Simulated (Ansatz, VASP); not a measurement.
## TiPb2 in VASP and in Ansatz

```xyz
3
Lattice="5.3964 0.0000 0.0000 -2.6982 4.6735 0.0000 0.0000 0.0000 3.0714" Properties=species:S:1:pos:R:3 pbc="T T T"
Ti    0.0000    0.0000    0.0000
Pb    0.0000    3.1156    1.5357
Pb    2.6982    1.5578    1.5357
```

Alike in both runs: functional PBE; k mesh 12 × 12 × 14; occupations gaussian, width 0.1 eV; no spin polarisation.

Ansatz relaxed the structure, and its values are those at the end. VASP's run is a single point on that final structure, the one shown.

```csv
,VASP,Ansatz
version,VASP 6.6.1,Ansatz 0.2.0
potentials or method,"VASP PAW PBE potentials, release 64 (Ti_sv, Pb_d), cutoff 520 eV","scalar-relativistic, plane waves, PAW"
valence electrons in the cell,40,40
```

```csv
,VASP,Ansatz,Ansatz less VASP
gap on the k mesh at the Fermi level (eV),none,none,-
pressure (GPa),-0.1,0.0,+0.11
```

A gap of «none» marks a metal or a gap that the smearing closes. With one functional, cell and mesh, what is left measures potentials, basis and numerics.

Spin-orbit coupling is off throughout.
